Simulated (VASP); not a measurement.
# S (P-1) in VASP: notebook

The runs below take S through single point, with PBE+D3(BJ).

All numbers are computed with VASP 6.6.1; they aren't measurements. Logs are shortened: lines on timing, memory, paths and dates and some standing lists are left out, and cuts for length are marked.

## 1. The cell of the first run

The typed cell holds 8 atoms: a = 5.476 Å, b = 2.960 Å, c = 10.969 Å, α = 86.91°, β = 90.00°, γ = 90.00°.

## 2. Single point, PBE+D3(BJ) (the part above a cut slid along it)

INCAR

```
  PREC = Accurate
  ENCUT = 520
  EDIFF = 1E-6
  ISMEAR = 0
  SIGMA = 0.15
  LREAL = False
  LASPH = True
  NELM = 80
  ALGO = Normal
  ISIF = 2
  LWAVE = False
  LCHARG = False
  GGA = PE
  IVDW = 12
  NBANDS = 34
  KPAR = 4
```

KPOINTS

```
Automatic mesh
0
Gamma
  9 16 5
```

POSCAR

```
S
1.0
    0.0000000000     -5.4762743414      0.0000000000
    0.0000000000      0.0000000000     -2.9602546931
   10.9525486828      0.0000000000     -0.5920509386
S
8
Direct
    0.1226657981      0.4622665798      0.1886671009
    0.1226657981      0.3622665798      0.6886671009
    0.8773342019      0.3377334202      0.8113328991
    0.8773342019      0.4377334202      0.3113328991
    0.3773342019     -0.1877334202      0.9386671009
    0.3773342019     -0.0877334202      0.4386671009
    0.6226657981     -0.0122665798      0.0613328991
    0.6226657981     -0.1122665798      0.5613328991
```

Potentials or basis: VASP PAW PBE potentials, release 64 (S).

Started as:

```console
$ cat potpaw_PBE.64/S/POTCAR > POTCAR
$ mpirun -np 4 vasp_std > vasp.out
```

OUTCAR:

```text
PREC = Accurate
   ENCUT = 520
   EDIFF = 1E-6
   ISMEAR = 0
   LREAL = False
   LASPH = True
   NELM = 80
   ISIF = 2
   GGA = PE
   IVDW = 12
 IVDW          = 12

 ion  position               nearest neighbor table
   1  0.123  0.462  0.189-   4 1.90
   2  0.123  0.362  0.689-   3 1.90
   3  0.877  0.338  0.811-   2 1.90
   4  0.877  0.438  0.311-   1 1.90
   5  0.377  0.812  0.939-   7 1.99
   6  0.377  0.912  0.439-   8 1.90
   7  0.623  0.988  0.061-   5 1.99
   8  0.623  0.888  0.561-   6 1.90

  LATTYP: Found a simple monoclinic cell.
 ALAT       =     2.9602546931
 B/A-ratio  =     1.8499335054
 C/A-ratio  =     3.7052686675
 COS(beta)  =    -0.0539771925

  Lattice vectors:

 A1 = (   0.0000000000,   0.0000000000,  -2.9602546931)
 A2 = (   0.0000000000,  -5.4762743414,   0.0000000000)
 A3 = ( -10.9525486828,   0.0000000000,   0.5920509386)

Analysis of symmetry for initial positions (statically):
=====================================================================
 Subroutine PRICEL returns:
 Original cell was already a primitive cell.

 Routine SETGRP: Setting up the symmetry group for a
 simple monoclinic supercell.

 Subroutine GETGRP returns: Found  2 space group operations
 (whereof  1 operations were pure point group operations)
 out of a pool of  4 trial point group operations.

The static configuration has the point symmetry C_1 .
 The point group associated with its full space group is S_2 .

Analysis of symmetry for dynamics (positions and initial velocities):
=====================================================================
 Subroutine PRICEL returns:
 Original cell was already a primitive cell.

 Routine SETGRP: Setting up the symmetry group for a
 simple monoclinic supercell.

 Subroutine GETGRP returns: Found  2 space group operations
 (whereof  1 operations were pure point group operations)
 out of a pool of  4 trial point group operations.

The dynamic configuration has the point symmetry C_1 .
 The point group associated with its full space group is S_2 .

 Subroutine INISYM returns: Found  2 space group operations
 (whereof  1 operations are pure point group operations),
 and found     1 'primitive' translations

----------------------------------------------------------------------------------------

                                     Primitive cell

  volume of cell :     177.5536

  direct lattice vectors                    reciprocal lattice vectors
     0.000000000 -5.476274341  0.000000000     0.000000000 -0.182605899  0.000000000
     0.000000000  0.000000000 -2.960254693    -0.018260590  0.000000000 -0.337808771
    10.952548683  0.000000000 -0.592050939     0.091302950  0.000000000  0.000000000

  length of vectors
     5.476274341  2.960254693 10.968538962     0.182605899  0.338301958  0.091302950

  position of ions in fractional coordinates (direct lattice)
     0.122665798  0.462266580  0.188667101
     0.122665798  0.362266580  0.688667101
     0.877334202  0.337733420  0.811332899
     0.877334202  0.437733420  0.311332899
     0.377334202  0.812266580  0.938667101
     0.377334202  0.912266580  0.438667101
     0.622665798  0.987733420  0.061332899
     0.622665798  0.887733420  0.561332899

  ion indices of the primitive-cell ions
   primitive index   ion index
                 1           1
                 2           2
                 3           3
                 4           4
                 5           5
                 6           6
                 7           7
                 8           8

----------------------------------------------------------------------------------------

 KPOINTS: Automatic mesh

Automatic generation of k-mesh.
 Grid dimensions read from file:
 generate k-points for:    9   16    5

 Generating k-lattice:

  Cartesian coordinates                     Fractional coordinates (reciprocal lattice)
     0.000000000 -0.020289544  0.000000000     0.111111111  0.000000000  0.000000000
    -0.001141287  0.000000000 -0.021113048     0.000000000  0.062500000 -0.000000000
     0.018260590  0.000000000  0.000000000     0.000000000  0.000000000  0.200000000

  Length of vectors
     0.020289544  0.021143872  0.018260590

  Shift w.r.t. Gamma in fractional coordinates (k-lattice)
     0.000000000  0.000000000  0.000000000

 Subroutine IBZKPT returns following result:
 ===========================================

 Found    361 irreducible k-points:

 Following reciprocal coordinates:
            Coordinates               Weight
  0.000000  0.000000  0.000000      1.000000
  0.111111  0.000000  0.000000      2.000000
  0.222222  0.000000  0.000000      2.000000
  0.333333  0.000000  0.000000      2.000000
  0.444444  0.000000  0.000000      2.000000
  0.000000  0.062500 -0.000000      2.000000
[... 16 lines left out ...]
  0.444444 -0.125000  0.000000      2.000000
  0.000000  0.187500  0.000000      2.000000
 [... further k-points ...]
   k-points           NKPTS =    361   k-points in BZ     NKDIM =    361   number of bands    NBANDS=     34
   number of dos      NEDOS =    301   number of ions     NIONS =      8
   total plane-waves  NPLWV =  84672
   dimension x,y,z NGX =    42 NGY =   24 NGZ =   84
   dimension x,y,z NGXF=    84 NGYF=   48 NGZF=  168
   ions per type =               8
   NGX,Y,Z   is equivalent  to a cutoff of  12.75, 13.48, 12.73 a.u.
   NGXF,Y,Z  is equivalent  to a cutoff of  25.50, 26.96, 25.46 a.u.
 SYSTEM =  unknown system
   PREC   = accura    normal or accurate (medium, high low for compatibility)
   ISTART =      0    job   : 0-new  1-cont  2-samecut
   ICHARG =      2    charge: 1-file 2-atom 10-const
   ISPIN  =      1    spin polarized calculation?
   LNONCOLLINEAR =      F non collinear calculations
   LSORBIT =      F    spin-orbit coupling
   LASPH  =      T    aspherical Exc in radial PAW
   ENCUT  =  520.0 eV  38.22 Ry    6.18 a.u.  10.18  5.50 20.39*2*pi/ulx,y,z
   NELM   =     80;   NELMIN=  2; NELMDL= -5     # of ELM steps
   EDIFF  = 0.1E-05   stopping-criterion for ELM
   LREAL  =      F    real-space projection
[... 7 lines left out ...]
   TEBEG  =    0.0;   TEEND  =   0.0 temperature during run
   PSTRESS=    0.0 pullay stress
   NELECT =      48.0000    total number of electrons
   NUPDOWN=      -1.0000    fix difference up-down
   EMIN   =  10.00;   EMAX   =-10.00  energy-range for DOS
   EFERMI =   0.00;   METHOD = LEGACY
   ISMEAR =     0;   SIGMA  =   0.15  broadening in eV -4-tet -1-fermi 0-gaus
   EFERMI_NEDOS =   21; number of points for ismear=-14 and -15
   IALGO  =     38    algorithm
   IMIX   =      4    mixing-type and parameters
     AMIX     =   0.40;   BMIX     =  1.00
     AMIX_MAG =   1.60;   BMIX_MAG =  1.00
  volume/ion in A,a.u.               =      22.19       149.77
  Fermi-wavevector in a.u.,A,eV,Ry     =   1.058552  2.000373 15.245760  1.120532
  Thomas-Fermi vector in A             =   2.193865
   LORBIT       =      0    0 simple, 1 ext, 2 COOP (PROOUT), +10 PAW based schemes
   GGA     = PE    functional components
   LHFCALC =     F    Hartree Fock is set to
   AEXX    =    0.0000 exact exchange contribution
   IVDW    =    12    specifies the selected vdW correction
   LEPSILON=     F    determine dielectric tensor
   LRPA    =     F    only Hartree local field effects (RPA)
 non-spin polarized calculation
 Gauss-broadening in eV      SIGMA  =   0.15
  energy-cutoff  :      520.00
  volume of cell :      177.55
 maximum number of plane-waves:      4815
 NGX is ok and might be reduce to    42
   NGX = 21   NGY = 11   NGZ = 41

 number of electron      47.9999995 magnetization

 Free energy of the ion-electron system (eV)
  ---------------------------------------------------
  ext. energy  EPLUGINS =         0.00000000
  ---------------------------------------------------
  free energy    TOTEN  =       -29.71016615 eV

  energy without entropy =      -29.63919736  energy(sigma->0) =      -29.67468176

 E-fermi :   3.5835     XC(G=0):  -9.1907

 val. band max:        3.5821987758   @ k =   0.4444   0.2500   0.2000
 cond. band min:       3.5838173199   @ k =   0.2222   0.2500   0.4000
 fundamental gap:      0.0016185441
 Fermi energy:         3.5834522709

 k-point     1 :       0.0000    0.0000    0.0000
  band No.  band energies     occupation
      1     -12.8704      2.00000
      2     -12.5467      2.00000
      3     -12.3737      2.00000
      4     -11.8748      2.00000
      5      -7.2378      2.00000
      6      -7.2182      2.00000
[... 26 lines left out ...]
     33      10.0457      0.00000
     34      11.0160      0.00000

 k-point     2 :       0.1111    0.0000    0.0000
  band No.  band energies     occupation
      1     -12.8500      2.00000
      2     -12.5430      2.00000
      3     -12.3759      2.00000
      4     -11.8945      2.00000
      5      -7.2352      2.00000
      6      -7.2174      2.00000
[... 26 lines left out ...]
     33      10.1767      0.00000
     34      11.0128      0.00000

 k-point     3 :       0.2222    0.0000    0.0000
  band No.  band energies     occupation
      1     -12.7911      2.00000
      2     -12.5337      2.00000
      3     -12.3875      2.00000
      4     -11.9451      2.00000
      5      -7.2915      2.00000
      6      -7.2715      2.00000
[... 26 lines left out ...]
     33      10.4299      0.00000
     34      10.7018      0.00000

 k-point     4 :       0.3333    0.0000    0.0000
  band No.  band energies     occupation
      1     -12.7017      2.00000
      2     -12.5230      2.00000
      3     -12.4227      2.00000
      4     -12.0029      2.00000
      5      -7.3710      2.00000
      6      -7.3511      2.00000
[... 26 lines left out ...]
     33      10.1924      0.00000
     34      10.2702      0.00000

 k-point     5 :       0.4444    0.0000    0.0000
  band No.  band energies     occupation
      1     -12.5958      2.00000
      2     -12.5160      2.00000
      3     -12.4946      2.00000
      4     -12.0391      2.00000
      5      -7.4217      2.00000
      6      -7.4010      2.00000
[... 621 lines left out ...]
 k-point    22 :       0.4444    0.1250   -0.0000
  band No.  band energies     occupation
      1     -12.4641      2.00000
      2     -12.3894      2.00000
      3     -12.3681      2.00000
      4     -11.8903      2.00000
      5      -7.2710      2.00000
      6      -7.2400      2.00000
[... 26 lines left out ...]
     33      10.1432      0.00000
     34      10.2752      0.00000

 k-point    23 :       0.4444   -0.1250    0.0000
  band No.  band energies     occupation
      1     -12.4657      2.00000
      2     -12.3892      2.00000
      3     -12.3689      2.00000
      4     -11.8876      2.00000
      5      -7.2674      2.00000
      6      -7.2405      2.00000
[... 26 lines left out ...]
     33      10.1556      0.00000
     34      10.2693      0.00000

 k-point    24 :       0.0000    0.1875    0.0000
  band No.  band energies     occupation
      1     -12.5558      2.00000
      2     -12.2700      2.00000
      3     -12.0958      2.00000
      4     -11.5908      2.00000
      5      -6.9526      2.00000
      6      -6.8815      2.00000
[... 26 lines left out ...]
     33      10.9985      0.00000
     34      11.0945      0.00000

 [... further k-points ...]

------------------------ aborting loop because EDIFF is reached ----------------------------------------

 Edisp (eV)   -2.16375

 E8    (eV) :    -0.7813

  FORCE on cell =-STRESS in cart. coord.  units (eV):
  Direction    XX          YY          ZZ          XY          YZ          ZX
  --------------------------------------------------------------------------------------
  -------------------------------------------------------------------------------------
  Total      -1.99429    -2.10097     0.05639     0.80720    -2.22737     2.36312
  in kB     -17.99577   -18.95839     0.50884     7.28386   -20.09898    21.32395
  external pressure =      -12.15 kB  Pullay stress =        0.00 kB

 VOLUME and BASIS-vectors are now :
 -----------------------------------------------------------------------------
  energy-cutoff  :      520.00
  volume of cell :      177.55
      direct lattice vectors                 reciprocal lattice vectors
     0.000000000 -5.476274341  0.000000000     0.000000000 -0.182605899  0.000000000
     0.000000000  0.000000000 -2.960254693    -0.018260590  0.000000000 -0.337808771
    10.952548683  0.000000000 -0.592050939     0.091302950  0.000000000  0.000000000

 POSITION                                       TOTAL-FORCE (eV/Angst)
 -----------------------------------------------------------------------------------
      2.06639     -0.67175     -1.48013         0.175817      0.113140     -0.022185
      7.54266     -0.67175     -1.48013         0.169294      0.143548     -0.052716
      8.88616     -4.80452     -1.48013        -0.175817     -0.113140      0.022185
      3.40989     -4.80452     -1.48013        -0.169294     -0.143548      0.052716
     10.28080     -2.06639     -2.96025         0.832418     -0.856538     -1.491424
      4.80452     -2.06639     -2.96025         0.171781     -0.176082      0.007951
      0.67175     -3.40989     -2.96025        -0.832418      0.856538      1.491424
      6.14803     -3.40989     -2.96025        -0.171781      0.176082     -0.007951
 -----------------------------------------------------------------------------------
    total drift:                                0.000001      0.000005     -0.000002

  FREE ENERGIE OF THE ION-ELECTRON SYSTEM (eV)
  ---------------------------------------------------
  free  energy   TOTEN  =       -31.8739117833 eV

  energy  without entropy=      -31.8029429923  energy(sigma->0) =      -31.83842739
```

Wall time 8.3 min (4 MPI ranks of Intel Xeon Platinum 8488C (Sapphire Rapids), shared host); peak memory 1.3 GiB.

What came out:

- Free energy: -31.8739 eV
- Pressure: -1.2 GPa
- Largest force: 1.911 eV/Å
- Band gap on the k mesh: zero (bands 24 and 25 overlap by 2.25 eV)
- Dispersion energy per atom: -0.270 eV

Forces in eV/Å, atoms in the order of the input:
```
S    0.176  0.113 -0.022
S    0.169  0.144 -0.053
S   -0.176 -0.113  0.022
S   -0.169 -0.144  0.053
S    0.832 -0.857 -1.491
S    0.172 -0.176  0.008
S   -0.832  0.857  1.491
S   -0.172  0.176 -0.008
```

Levels at points of the mesh, in eV from the Fermi level:
```
           k point  band 20  band 21  band 22  band 23  band 24  band 25  band 26  band 27  band 28  band 29
(0.00, 0.00, 0.00)    -0.65    -0.65    -0.62    -0.08     1.23     1.42     2.67     2.67     2.68     3.38
(0.00, 0.50, 0.00)    -2.74    -2.28    -2.08    -1.63    -1.32    -0.21    -0.08     0.25     0.48     3.15
```

Caveat: the cell differs from its parent crystal (the part above a cut slid along it); forces of over 1 eV/Å act on the atoms, so gaps and moduli don't describe the material at rest.

## 3. Single point, PBE+D3(BJ) (the part above a cut slid along it)

INCAR

```
SYSTEM = S
PREC     = Accurate       ! precision mode
ENCUT    = 520            ! plane-wave cutoff, eV
EDIFF    = 1E-6           ! SCF threshold, eV
ISMEAR   = 0              ! smearing method
SIGMA    = 0.15           ! smearing width, eV
LREAL    = .FALSE.        ! projectors in reciprocal space
LASPH    = .TRUE.         ! aspherical terms in the spheres
NELM     = 100            ! most SCF steps
ALGO     = Normal         ! electronic algorithm
ISIF     = 2              ! what is computed and relaxed
LWAVE    = .FALSE.        ! write WAVECAR
LCHARG   = .FALSE.        ! write CHGCAR
GGA      = PE             ! functional
IVDW     = 12             ! dispersion correction
NBANDS   = 34             ! bands
KPAR     = 4
```

KPOINTS

```
Automatic mesh
0
G
  9 16 5
  0 0 0
```

POSCAR

```
S
1.0
    0.0000000000     -5.4762743414      0.0000000000
    0.0000000000      0.0000000000     -2.9602546931
   10.9525486828      0.0000000000     -0.2960254693
S
8
Direct
    0.1226657981      0.4811332899      0.1886671009
    0.1226657981      0.4311332899      0.6886671009
    0.8773342019      0.4188667101      0.8113328991
    0.8773342019      0.4688667101      0.3113328991
    0.3773342019     -0.0938667101      0.9386671009
    0.3773342019     -0.0438667101      0.4386671009
    0.6226657981     -0.0061332899      0.0613328991
    0.6226657981     -0.0561332899      0.5613328991
```

Potentials or basis: VASP PAW PBE potentials, release 64 (S).

Started as:

```console
$ cat potpaw_PBE.64/S/POTCAR > POTCAR
$ mpirun -np 4 vasp_std > vasp.out
```

Wall time 6.2 min (4 MPI ranks of Intel Xeon 6975P-C (Granite Rapids), shared host); peak memory 1.3 GiB.

It converged, with:

```yaml
Free_energy: -32.2221 eV
Pressure: -0.7 GPa
Largest_force: 0.950 eV/Å
Band_gap_on_the_k_mesh: zero (bands 24 and 25 overlap by 2.32 eV)
Dispersion_energy_per_atom: -0.271 eV
```

Forces on the atoms (eV/Å):
```
S    0.169  0.155 -0.007
S    0.168  0.163 -0.026
S   -0.169 -0.155  0.007
S   -0.168 -0.163  0.026
S    0.416 -0.425 -0.741
S    0.168 -0.171  0.005
S   -0.416  0.425  0.741
S   -0.168  0.171 -0.005
```

Stress tensor (GPa, compression positive):
```
-1.29  0.28  1.08
 0.28 -1.29 -1.00
 1.08 -1.00  0.46
```

Levels at points of the mesh, in eV from the Fermi level:
| k point | band 21 | band 22 | band 23 | band 24 | band 25 | band 26 | band 27 | band 28 |
| --- | --- | --- | --- | --- | --- | --- | --- | --- |
| (0.00, 0.00, 0.00) | -0.66 | -0.66 | -0.41 | 1.23 | 2.25 | 2.66 | 2.67 | 2.68 |
| (0.00, 0.50, 0.00) | -2.30 | -2.21 | -1.67 | -1.61 | -0.13 | -0.10 | 0.33 | 0.46 |

Caveat: the cell differs from its parent crystal (the part above a cut slid along it).
